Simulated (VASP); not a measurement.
# Pd: single point with LDA

The system is Pd.

```
Pd
1.0
     0.00000    2.10049    1.78931
     2.10049    0.00000    1.78931
     2.10049    2.10049    0.00000
Pd
1
Direct
  0.00000 0.00000 0.00000
```

This cell differs from its parent crystal: strain +0.080 along x and y, -0.080 along z.

```json
{
 "Program": "VASP 6.6.1",
 "Task": "single point",
 "Functional": "LDA",
 "Potentials or basis": "VASP PAW LDA potentials, release 64 (Pd)",
 "Cutoff": "520 eV",
 "k mesh": "20 × 20 × 20",
 "Occupations": "gaussian, width 0.15 eV",
 "Spin": "no spin polarisation",
 "Dipole correction": "no",
 "Further INCAR settings": "ALGO = Normal; EDIFF = 1e-06; NBANDS = 11"
}
```

The pressure is -17.6 GPa and the band gap on the k mesh is zero (band 5 reaches 9.01 eV, above the bottom of band 6 at 7.46 eV).

Stress tensor (GPa, compression positive):
```
-18.66   0.00   0.00
  0.00 -18.66   0.00
  0.00   0.00 -15.46
```

Levels at points of the mesh, in eV from the Fermi level:
```
           k point  band 1  band 2  band 3  band 4  band 5  band 6  band 7  band 8  band 9  band 10
(0.00, 0.00, 0.00)   -6.70   -2.84   -2.84   -1.83   -1.67   -0.61   17.53   20.36   20.36    23.94
(0.50, 0.00, 0.00)   -4.82   -3.21   -1.85   -0.34    0.31    1.18    6.88   15.87   18.65    22.92
(0.50, 0.50, 0.00)   -4.81   -4.62    0.02    0.28    0.28    5.53   10.85   10.85   12.99    18.75
(0.50, 0.00, 0.50)   -4.86   -4.44   -0.20   -0.17    0.56    2.37    8.72   13.52   14.34    21.77
```

It took 64 s on 1 thread of Intel(R) Xeon(R) Platinum 8375C CPU @ 2.90GHz (Ice Lake) (shared host), peak memory 0.22 GiB.

Caveat: the cell differs from its parent crystal (strain +0.080 along x and y, -0.080 along z).
